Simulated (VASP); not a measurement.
# FeCo (Pm-3m) in VASP: a series of runs

FeCo is run at these levels: PBEsol; tasks: single point.

All numbers are computed with VASP 6.6.1; they aren't measurements. Logs are shortened: lines on timing, memory, paths and dates and some standing lists are left out, and cuts for length are marked.

## 1. The cell of the first run

The structure is cubic, space group Pm-3m (No. 221). Conventional cell: a = 2.908 Å, b = 2.908 Å, c = 2.908 Å, α = 90.00°, β = 90.00°, γ = 90.00°. Fe (site symmetry m-3m) has 8 Co at 2.52 Å and 6 Fe at 2.91 Å within 3.3 Å. Co (site symmetry m-3m) has 8 Fe at 2.52 Å and 6 Co at 2.91 Å within 3.3 Å.

## 2. Single point, PBEsol (12.29 Å³/atom)

Input file INCAR:

```
SYSTEM = FeCo
PREC = Accurate
ENCUT = 600
EDIFF = 1E-6
ISMEAR = 0
SIGMA = 0.15
LREAL = .False.
LASPH = .True.
NELM = 120
ALGO = Normal
ISIF = 2
LWAVE = .False.
LCHARG = .False.
GGA = PS
NBANDS = 16
GGA_COMPAT = .False.
```

Input file KPOINTS:

```
regular mesh
0
Gamma
  18 18 18
  0 0 0
```

Input file POSCAR:

```
FeCo
1.0
    2.9077872355      0.0000000000      0.0000000000
    0.0000000000      2.9077872355      0.0000000000
    0.0000000000      0.0000000000      2.9077872355
Fe Co
1 1
Direct
    0.5000000000      0.5000000000      0.5000000000
    0.0000000000      0.0000000000      0.0000000000
```

Potentials or basis: VASP PAW PBE potentials, release 64 (Fe, Co).

On the command line:

```
cat potpaw_PBE.64/Fe/POTCAR potpaw_PBE.64/Co/POTCAR > POTCAR
mpirun -np 1 vasp_std > vasp.out
```

OUTCAR:

```text
SYSTEM = FeCo
   PREC = Accurate
   ENCUT = 600
   EDIFF = 1E-6
   ISMEAR = 0
   LREAL = .False.
   LASPH = .True.
   NELM = 120
   ISIF = 2
   GGA = PS

 ion  position               nearest neighbor table
   1  0.500  0.500  0.500-   2 2.52   2 2.52   2 2.52   2 2.52   2 2.52   2 2.52   2 2.52   2 2.52

   2  0.000  0.000  0.000-   1 2.52   1 2.52   1 2.52   1 2.52   1 2.52   1 2.52   1 2.52   1 2.52

  LATTYP: Found a simple cubic cell.
 ALAT       =     2.9077872355

  Lattice vectors:

 A1 = (   2.9077872355,   0.0000000000,   0.0000000000)
 A2 = (   0.0000000000,   2.9077872355,   0.0000000000)
 A3 = (   0.0000000000,   0.0000000000,   2.9077872355)

Analysis of symmetry for initial positions (statically):
=====================================================================
 Subroutine PRICEL returns:
 Original cell was already a primitive cell.

 Routine SETGRP: Setting up the symmetry group for a
 simple cubic supercell.

 Subroutine GETGRP returns: Found 48 space group operations
 (whereof 48 operations were pure point group operations)
 out of a pool of 48 trial point group operations.

The static configuration has the point symmetry O_h .

Analysis of symmetry for dynamics (positions and initial velocities):
=====================================================================
 Subroutine PRICEL returns:
 Original cell was already a primitive cell.

 Routine SETGRP: Setting up the symmetry group for a
 simple cubic supercell.

 Subroutine GETGRP returns: Found 48 space group operations
 (whereof 48 operations were pure point group operations)
 out of a pool of 48 trial point group operations.

The dynamic configuration has the point symmetry O_h .

 Subroutine INISYM returns: Found 48 space group operations
 (whereof 48 operations are pure point group operations),
 and found     1 'primitive' translations

----------------------------------------------------------------------------------------

                                     Primitive cell

  volume of cell :      24.5860

  direct lattice vectors                    reciprocal lattice vectors
     2.907787235  0.000000000  0.000000000     0.343904116  0.000000000  0.000000000
     0.000000000  2.907787235  0.000000000     0.000000000  0.343904116  0.000000000
     0.000000000  0.000000000  2.907787235     0.000000000  0.000000000  0.343904116

  length of vectors
     2.907787235  2.907787235  2.907787235     0.343904116  0.343904116  0.343904116

  position of ions in fractional coordinates (direct lattice)
     0.500000000  0.500000000  0.500000000
     0.000000000  0.000000000  0.000000000

[... 73 lines left out ...]
   LASPH  =      T    aspherical Exc in radial PAW
   ENCUT  =  600.0 eV  44.10 Ry    6.64 a.u.   5.81  5.81  5.81*2*pi/ulx,y,z
   NELM   =    120;   NELMIN=  2; NELMDL= -5     # of ELM steps
   EDIFF  = 0.1E-05   stopping-criterion for ELM
   LREAL  =      F    real-space projection
   EDIFFG = 0.1E-04   stopping-criterion for IOM
   NSW    =      0    number of steps for IOM
   IBRION =     -1    ionic relax: 0-MD 1-quasi-New 2-CG
   NFREE  =      0    steps in history (QN), initial steepest desc. (CG)
   ISIF   =      2    stress and relaxation
   ISYM   =      2    0-nonsym 1-usesym 2-fastsym
   POTIM  = 0.5000    time-step for ionic-motion
   TEBEG  =    0.0;   TEEND  =   0.0 temperature during run
   PSTRESS=    0.0 pullay stress
   NELECT =      17.0000    total number of electrons
   NUPDOWN=      -1.0000    fix difference up-down
   EMIN   =  10.00;   EMAX   =-10.00  energy-range for DOS
   EFERMI =   0.00;   METHOD = LEGACY
   ISMEAR =     0;   SIGMA  =   0.15  broadening in eV -4-tet -1-fermi 0-gaus
   EFERMI_NEDOS =   21; number of points for ismear=-14 and -15
   IALGO  =     38    algorithm
   IMIX   =      4    mixing-type and parameters
     AMIX     =   0.40;   BMIX     =  1.00
     AMIX_MAG =   1.60;   BMIX_MAG =  1.00
  volume/ion in A,a.u.               =      12.29        82.96
  Fermi-wavevector in a.u.,A,eV,Ry     =   1.447644  2.735651 28.513374  2.095674
  Thomas-Fermi vector in A             =   2.565576
   LORBIT       =      0    0 simple, 1 ext, 2 COOP (PROOUT), +10 PAW based schemes
   GGA     = PS    functional components
   LHFCALC =     F    Hartree Fock is set to
   AEXX    =    0.0000 exact exchange contribution
   IVDW    =     0    specifies the selected vdW correction
   LEPSILON=     F    determine dielectric tensor
   LRPA    =     F    only Hartree local field effects (RPA)
 non-spin polarized calculation
 Gauss-broadening in eV      SIGMA  =   0.15
  energy-cutoff  :      600.00
  volume of cell :       24.59
 maximum number of plane-waves:       843
 NGX is ok and might be reduce to    24
   NGX = 11   NGY = 11   NGZ = 11

 number of electron      17.0000002 magnetization

 Free energy of the ion-electron system (eV)
  ---------------------------------------------------
  ext. energy  EPLUGINS =         0.00000000
  ---------------------------------------------------
  free energy    TOTEN  =       -15.26416087 eV

  energy without entropy =      -15.16447879  energy(sigma->0) =      -15.21431983

 E-fermi :   6.5359     XC(G=0): -12.8741

 val. band max:        6.5351797645   @ k =   0.3333   0.3333   0.0000
 cond. band min:       6.5362736873   @ k =   0.4444   0.3333   0.2778
 fundamental gap:      0.0010939227
 Fermi energy:         6.5358953154

 k-point     1 :       0.0000    0.0000    0.0000
  band No.  band energies     occupation
      1      -1.4488      2.00000
      2       2.9976      2.00000
      3       2.9976      2.00000
      4       5.0822      2.00000
      5       5.0822      2.00000
      6       5.0822      2.00000
[... 433 lines left out ...]
      3       3.8720      2.00000
      4       4.8895      2.00000
      5       4.9940      2.00000
      6       5.6241      2.00000
[... 8 lines left out ...]
     15      22.9346      0.00000
     16      23.1651      0.00000

 [... further k-points ...]
[... 5 lines left out ...]
  --------------------------------------------------------------------------------------
  -------------------------------------------------------------------------------------
  Total       -5.4059955     -5.4059955     -5.4059955      0.0000000      0.0000000     -0.0000000
  in kB     -352.2884332   -352.2884332   -352.2884332      0.0000000      0.0000000     -0.0000000
  external PRESSURE =    -352.2884332 kB  Pullay stress =       0.0000000 kB

 VOLUME and BASIS-vectors are now :
 -----------------------------------------------------------------------------
  energy-cutoff  :      600.00
  volume of cell :       24.59
      direct lattice vectors                 reciprocal lattice vectors
     2.907787235  0.000000000  0.000000000     0.343904116  0.000000000  0.000000000
     0.000000000  2.907787235  0.000000000     0.000000000  0.343904116  0.000000000
     0.000000000  0.000000000  2.907787235     0.000000000  0.000000000  0.343904116

 POSITION                                       TOTAL-FORCE (eV/Angst)
 -----------------------------------------------------------------------------------
      1.45389      1.45389      1.45389         0.000000      0.000000      0.000000
      0.00000      0.00000      0.00000         0.000000      0.000000      0.000000
 -----------------------------------------------------------------------------------
    total drift:                                0.000000      0.000000     -0.000000

  FREE ENERGIE OF THE ION-ELECTRON SYSTEM (eV)
  ---------------------------------------------------
  free  energy   TOTEN  =       -15.2641608672 eV

  energy  without entropy=      -15.1644787879  energy(sigma->0) =      -15.21431983
```

Run time: 58 s. Hardware: 1 thread of Intel Xeon 8259CL, shared host; peak memory 0.24 GiB.

Results:

```
Free energy            : -15.2642 eV
Pressure               : -35.2 GPa
Band gap on the k mesh : zero (an odd number of electrons rules out a gap without spin polarisation)
```

Levels at points of the mesh, in eV from the Fermi level:
```csv
k point,band 6,band 7,band 8,band 9,band 10,band 11
"(0.00, 0.00, 0.00)",-1.45,-0.11,-0.11,0.69,0.69,0.69
"(0.50, 0.00, 0.00)",-1.22,-0.94,-0.94,-0.60,-0.20,0.57
"(0.50, 0.50, 0.00)",-0.14,-0.08,0.26,0.51,0.51,0.91
"(0.50, 0.50, 0.50)",-2.36,-0.11,-0.11,0.30,0.30,8.12
```

Caveat: the cell stands under tension; the PAW data sets were made with another functional, which shifts forces and pressure a little; the run has no spin polarisation, though such a crystal can be magnetic. Spin polarisation is off, so any magnetic state and its effect on volume and gap are missing.

[end of part 1 of 3]
